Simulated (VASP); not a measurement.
# Al2O3 (P-3m1) in VASP: a series of runs, part 2 of 2

VASP 6.6.1. Earlier steps stand in the parts before.

## 3. Relaxation of cell and atoms, LDA

The input, INCAR:

```
PREC     = Accurate       # precision mode
ENCUT    = 600            # plane-wave cutoff, eV
EDIFF    = 1E-6           # SCF threshold, eV
ISMEAR   = -1             # smearing method
SIGMA    = 0.02           # smearing width, eV
LREAL    = False          # projectors in reciprocal space
LASPH    = True           # aspherical terms in the spheres
NELM     = 80             # most SCF steps
ALGO     = Normal         # electronic algorithm
ISIF     = 3              # what is computed and relaxed
LWAVE    = False          # write WAVECAR
LCHARG   = False          # write CHGCAR
IBRION   = 2              # ionic algorithm
NSW      = 80             # ionic steps
EDIFFG   = -0.005         # ionic threshold
```

The input, KPOINTS:

```
regular mesh
0
Gamma
  12 12 4
```

The input, POSCAR:

```
Al2O3
1.0
    2.8882294715      0.0000000000      0.0000000000
   -1.4441147358      2.5012800943      0.0000000000
    0.0000000000      0.0000000000      7.5302785065
Al O
2 3
Direct
    0.3333333333      0.6666666667      0.1827987312
    0.6666666667      0.3333333333      0.8172012688
    0.0000000000      0.0000000000      0.0000000000
    0.3333333333      0.6666666667      0.7268084405
    0.6666666667      0.3333333333      0.2731915595
```

Potentials or basis: VASP PAW LDA potentials, release 64 (Al, O).

Run with:

```console
$ cat potpaw_LDA.64/Al/POTCAR potpaw_LDA.64/O/POTCAR > POTCAR
$ mpirun -np 1 vasp_std > vasp.out
```

OUTCAR:

```text
PREC = Accurate
   ENCUT = 600
   EDIFF = 1E-6
   ISMEAR = -1
   LREAL = False
   LASPH = True
   NELM = 80
   ISIF = 3
   IBRION = 2
   NSW = 80
   EDIFFG = -0.005

 ion  position               nearest neighbor table
   1  0.333  0.667  0.183-   5 1.80   5 1.80   5 1.80   3 2.16   3 2.16   3 2.16   2 3.22   2 3.22
                             2 3.22
   2  0.667  0.333  0.817-   4 1.80   4 1.80   4 1.80   3 2.16   3 2.16   3 2.16   1 3.22   1 3.22
                             1 3.22
   3  0.000  0.000  0.000-   1 2.16   2 2.16   2 2.16   1 2.16   2 2.16   1 2.16
   4  0.333  0.667  0.727-   2 1.80   2 1.80   2 1.80
   5  0.667  0.333  0.273-   1 1.80   1 1.80   1 1.80

  LATTYP: Found a hexagonal cell.
 ALAT       =     2.8882294715
 C/A-ratio  =     2.6072299936

  Lattice vectors:

 A1 = (   2.8882294715,   0.0000000000,   0.0000000000)
 A2 = (  -1.4441147358,   2.5012800943,   0.0000000000)
 A3 = (   0.0000000000,   0.0000000000,   7.5302785065)

Analysis of symmetry for initial positions (statically):
=====================================================================
 Subroutine PRICEL returns:
 Original cell was already a primitive cell.

 Routine SETGRP: Setting up the symmetry group for a
 hexagonal supercell.

 Subroutine GETGRP returns: Found 12 space group operations
 (whereof 12 operations were pure point group operations)
 out of a pool of 24 trial point group operations.

The static configuration has the point symmetry D_3d.

Analysis of symmetry for dynamics (positions and initial velocities):
=====================================================================
 Subroutine PRICEL returns:
 Original cell was already a primitive cell.

 Routine SETGRP: Setting up the symmetry group for a
 hexagonal supercell.

 Subroutine GETGRP returns: Found 12 space group operations
 (whereof 12 operations were pure point group operations)
 out of a pool of 24 trial point group operations.

The dynamic configuration has the point symmetry D_3d.

 Subroutine INISYM returns: Found 12 space group operations
 (whereof 12 operations are pure point group operations),
 and found     1 'primitive' translations

----------------------------------------------------------------------------------------

                                     Primitive cell

  volume of cell :      54.4008

  direct lattice vectors                    reciprocal lattice vectors
     2.888229471  0.000000000  0.000000000     0.346232877  0.199897645  0.000000000
    -1.444114736  2.501280094  0.000000000     0.000000000  0.399795290  0.000000000
     0.000000000  0.000000000  7.530278507     0.000000000  0.000000000  0.132797213

  length of vectors
     2.888229471  2.888229472  7.530278507     0.399795290  0.399795290  0.132797213

  position of ions in fractional coordinates (direct lattice)
     0.333333333  0.666666667  0.182798731
     0.666666667  0.333333333  0.817201269
     0.000000000  0.000000000  0.000000000
     0.333333333  0.666666667  0.726808441
     0.666666667  0.333333333  0.273191559

  ion indices of the primitive-cell ions
   primitive index   ion index
                 1           1
                 2           2
                 3           3
[... 69 lines left out ...]
   LNONCOLLINEAR =      F non collinear calculations
   LSORBIT =      F    spin-orbit coupling
   LASPH  =      T    aspherical Exc in radial PAW
   ENCUT  =  600.0 eV  44.10 Ry    6.64 a.u.   5.77  5.77 15.04*2*pi/ulx,y,z
   NELM   =     80;   NELMIN=  2; NELMDL= -5     # of ELM steps
   EDIFF  = 0.1E-05   stopping-criterion for ELM
   LREAL  =      F    real-space projection
   EDIFFG = -.5E-02   stopping-criterion for IOM
   NSW    =     80    number of steps for IOM
   IBRION =      2    ionic relax: 0-MD 1-quasi-New 2-CG
   NFREE  =      1    steps in history (QN), initial steepest desc. (CG)
   ISIF   =      3    stress and relaxation
   ISYM   =      2    0-nonsym 1-usesym 2-fastsym
   POTIM  = 0.5000    time-step for ionic-motion
   TEBEG  =    0.0;   TEEND  =   0.0 temperature during run
   PSTRESS=    0.0 pullay stress
   NELECT =      24.0000    total number of electrons
   NUPDOWN=      -1.0000    fix difference up-down
   EMIN   =  10.00;   EMAX   =-10.00  energy-range for DOS
   EFERMI =   0.00;   METHOD = LEGACY
   ISMEAR =    -1;   SIGMA  =   0.02  broadening in eV -4-tet -1-fermi 0-gaus
   EFERMI_NEDOS =   21; number of points for ismear=-14 and -15
   IALGO  =     38    algorithm
   IMIX   =      4    mixing-type and parameters
     AMIX     =   0.40;   BMIX     =  1.00
     AMIX_MAG =   1.60;   BMIX_MAG =  1.00
  volume/ion in A,a.u.               =      10.88        73.42
  Fermi-wavevector in a.u.,A,eV,Ry     =   1.246265  2.355098 21.132232  1.553175
  Thomas-Fermi vector in A             =   2.380450
   LORBIT       =      0    0 simple, 1 ext, 2 COOP (PROOUT), +10 PAW based schemes
   GGA     = CA    functional components
   LHFCALC =     F    Hartree Fock is set to
   AEXX    =    0.0000 exact exchange contribution
   IVDW    =     0    specifies the selected vdW correction
   LEPSILON=     F    determine dielectric tensor
   LRPA    =     F    only Hartree local field effects (RPA)
 conjugate gradient relaxation of ions
 non-spin polarized calculation
  energy-cutoff  :      600.00
  volume of cell :       54.40
 maximum number of plane-waves:      1832
 NGX is ok and might be reduce to    24
   NGX = 11   NGY = 11   NGZ = 31

--------------------------------------- Ionic step        1  -------------------------------------------

 number of electron      23.9999992 magnetization

 Free energy of the ion-electron system (eV)
  ---------------------------------------------------
  ext. energy  EPLUGINS =         0.00000000
  ---------------------------------------------------
  free energy    TOTEN  =       -40.23027878 eV

  energy without entropy =      -40.23027878  energy(sigma->0) =      -40.23027878

------------------------ aborting loop because EDIFF is reached ----------------------------------------

  FORCE on cell =-STRESS in cart. coord.  units (eV):
  Direction    XX          YY          ZZ          XY          YZ          ZX
  --------------------------------------------------------------------------------------
  -------------------------------------------------------------------------------------
  Total       -3.0678721     -3.0678721     -2.4082389      0.0000000      0.0000000      0.0000000
  in kB      -90.3530412    -90.3530412    -70.9259383      0.0000000      0.0000000      0.0000000
  external PRESSURE =     -83.8773402 kB  Pullay stress =       0.0000000 kB
[... 98 lines left out ...]
  FREE ENERGIE OF THE ION-ELECTRON SYSTEM (eV)
  ---------------------------------------------------
  free  energy   TOTEN  =       -40.2926932201 eV

  energy  without entropy=      -40.2926932201  energy(sigma->0) =      -40.29269322

[... ionic steps 4 to 40 ...]

--------------------------------------- Ionic step       41  -------------------------------------------

 number of electron      24.0000008 magnetization

------------------------ aborting loop because EDIFF is reached ----------------------------------------
[... 73 lines left out ...]
--------------------------------------- Ionic step       43  -------------------------------------------

 number of electron      24.0000008 magnetization

 Free energy of the ion-electron system (eV)
  ---------------------------------------------------
  ext. energy  EPLUGINS =         0.00000000
  ---------------------------------------------------
  free energy    TOTEN  =       -40.36454659 eV

  energy without entropy =      -40.36454659  energy(sigma->0) =      -40.36454659

 E-fermi :   5.6854     XC(G=0): -11.6453

 val. band max:        5.2610255769   @ k =   0.0833   0.0000   0.0000
 cond. band min:       9.9009503665   @ k =   0.0000   0.0000   0.0000
 fundamental gap:      4.6399247896
 Fermi energy:         5.6854323492

 k-point     1 :       0.0000    0.0000    0.0000
  band No.  band energies     occupation
      1     -14.2298      2.00000
      2     -12.6781      2.00000
      3     -11.6639      2.00000
      4      -0.2176      2.00000
      5       1.8060      2.00000
      6       3.0871      2.00000
[... 433 lines left out ...]
      3     -11.4206      2.00000
      4      -0.3620      2.00000
      5       1.1769      2.00000
      6       2.4523      2.00000
[... 8 lines left out ...]
     15      14.1824      0.00000
     16      16.2760      0.00000

 [... further k-points ...]

------------------------ aborting loop because EDIFF is reached ----------------------------------------

  FORCE on cell =-STRESS in cart. coord.  units (eV):
  Direction    XX          YY          ZZ          XY          YZ          ZX
  --------------------------------------------------------------------------------------
  -------------------------------------------------------------------------------------
  Total       -0.0247005     -0.0247005      0.0237951      0.0000000      0.0000000     -0.0000000
  in kB       -0.8594126     -0.8594126      0.8279111      0.0000000      0.0000000     -0.0000000
  external PRESSURE =      -0.2969714 kB  Pullay stress =       0.0000000 kB
[... 20 lines left out ...]
  FREE ENERGIE OF THE ION-ELECTRON SYSTEM (eV)
  ---------------------------------------------------
  free  energy   TOTEN  =       -40.3645465871 eV

  energy  without entropy=      -40.3645465871  energy(sigma->0) =      -40.36454659

 reached required accuracy - stopping structural energy minimisation
```

Run time: 7.8 min. Hardware: 1 thread of Intel Xeon 6975P-C (Granite Rapids), shared host; peak memory 0.2 GiB.

What came out:

```yaml
Free_energy: -40.3645 eV
Relaxed_volume: 9.21 Å³/atom
Relaxed_cell: a = 2.856 Å, b = 2.856 Å, c = 6.521 Å, α = 90.00°, β = 90.00°, γ = 120.00°
Space_group_after_relaxing_to_0.1_Å: P-3m1 (No. 164)
Energy_gained_by_relaxing: 26.9 meV/atom
Ionic_steps: 43
Pressure_after_relaxing: 0.0 GPa
Band_gap_on_the_k_mesh: 4.64 eV
```

Step by step:
```csv
step,energy change (eV),largest force (eV/Å),pressure (GPa),volume (Å³)
1,0.0000,0.5207,-8.39,54.40
3,-0.0624,0.3124,-0.67,52.38
5,-0.0681,0.0791,-0.20,52.01
7,-0.0702,0.2104,0.65,51.53
9,-0.0714,0.2022,0.42,51.46
11,-0.0750,0.1743,-0.54,51.13
13,-0.0756,0.1855,-1.26,50.87
15,-0.0788,0.1771,-1.32,50.62
17,-0.0929,0.1849,-1.52,49.49
19,-0.1018,0.1661,0.29,44.94
21,-0.1128,0.2425,-0.40,45.97
23,-0.1264,0.1136,0.87,45.18
25,-0.1295,0.0961,-0.79,45.56
27,-0.1320,0.0744,-0.06,45.61
29,-0.1329,0.0523,0.78,45.58
31,-0.1335,0.0138,0.34,45.73
33,-0.1336,0.0407,0.17,45.79
35,-0.1340,0.0129,-0.21,45.97
37,-0.1341,0.0312,-0.08,46.00
39,-0.1342,0.0145,0.04,46.00
41,-0.1342,0.0139,0.01,46.02
43,-0.1343,0.0011,-0.03,46.05
```

Final structure:
```xyz
5
Lattice="2.8555 0.0000 0.0000 -1.4278 2.4730 0.0000 0.0000 0.0000 6.5209" Properties=species:S:1:pos:R:3 pbc="T T T"
Al    0.0000    1.6486    1.3489
Al    1.4278    0.8243    5.1721
O     0.0000    0.0000    0.0000
O     0.0000    1.6486    4.5112
O     1.4278    0.8243    2.0098
```

Levels at points of the mesh, in eV from the valence-band top:
| k point | band 8 | band 9 | band 10 | band 11 | band 12 | band 13 | band 14 | band 15 | band 16 |
| --- | --- | --- | --- | --- | --- | --- | --- | --- | --- |
| (0.00, 0.00, 0.00) | -1.84 | -1.84 | -1.19 | -1.19 | 0.00 | 4.64 | 7.57 | 8.39 | 13.35 |
| (0.50, 0.00, 0.00) | -2.42 | -2.41 | -1.73 | -1.58 | -1.07 | 6.50 | 8.92 | 9.79 | 10.70 |
| (0.00, 0.00, 0.50) | -1.75 | -1.75 | -1.51 | -1.23 | -1.23 | 5.43 | 7.42 | 7.92 | 13.23 |
| (0.50, 0.00, 0.50) | -2.73 | -2.62 | -2.13 | -1.60 | -0.44 | 6.65 | 8.38 | 9.76 | 11.13 |

Caveat: the volume moved by over 15 % at a fixed basis, so the end points are rough.
